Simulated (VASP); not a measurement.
Wanted: the native input for a VASP 6.6.1 run.

| Property | Result |
| --- | --- |
| Task | single point |
| Functional | PBE |
| Potentials or basis | VASP PAW PBE potentials, release 64 (Ti_sv) |
| Cutoff | 520 eV |
| k mesh | 18 × 18 × 10 |
| Occupations | gaussian, width 0.15 eV |
| Spin | no spin polarisation |
| Dipole correction | no |
| Further INCAR settings | ALGO = Fast; EDIFF = 1e-07; NBANDS = 19 |

The structure of Ti lies in POSCAR:

```
Ti
1.0
    2.9499978604      0.0000000000      0.0000000000
   -1.4749989302      2.5547730882      0.0000000000
    0.0000000000      0.0000000000      4.7562900000
Ti
2
Direct
    0.3333333333      0.6666666667      0.2500000000
    0.6666666667      0.3333333333      0.7500000000
```

This cell differs from its parent crystal: strain +0.000 along x and y, +0.015 along z.

One way to write it, as run:

INCAR

```
  ALGO = Fast
  EDIFF = 1E-7
  ENCUT = 520
  GGA = PE
  ISIF = 2
  ISMEAR = 0
  LASPH = T
  LCHARG = F
  LREAL = F
  LWAVE = F
  NBANDS = 19
  NELM = 60
  PREC = Accurate
  SIGMA = 0.15
```

KPOINTS

```
k-points
0
Gamma
  18 18 10
```

Potentials or basis: VASP PAW PBE potentials, release 64 (Ti_sv).

Launch:

```bash
$ cat potpaw_PBE.64/Ti_sv/POTCAR > POTCAR
$ mpirun -np 1 vasp_std > vasp.out
```

Results of the run:

```json
{
 "Pressure": "-3.4 GPa",
 "Band gap on the k mesh": "zero (band 12 reaches 8.76 eV, above the bottom of band 13 at 7.67 eV)"
}
```

Caveat: the cell differs from its parent crystal (strain +0.000 along x and y, +0.015 along z).

It took 3 min on 1 thread of Intel(R) Xeon(R) 6975P-C (Granite Rapids), with other jobs on the host, peak memory 0.24 GiB.
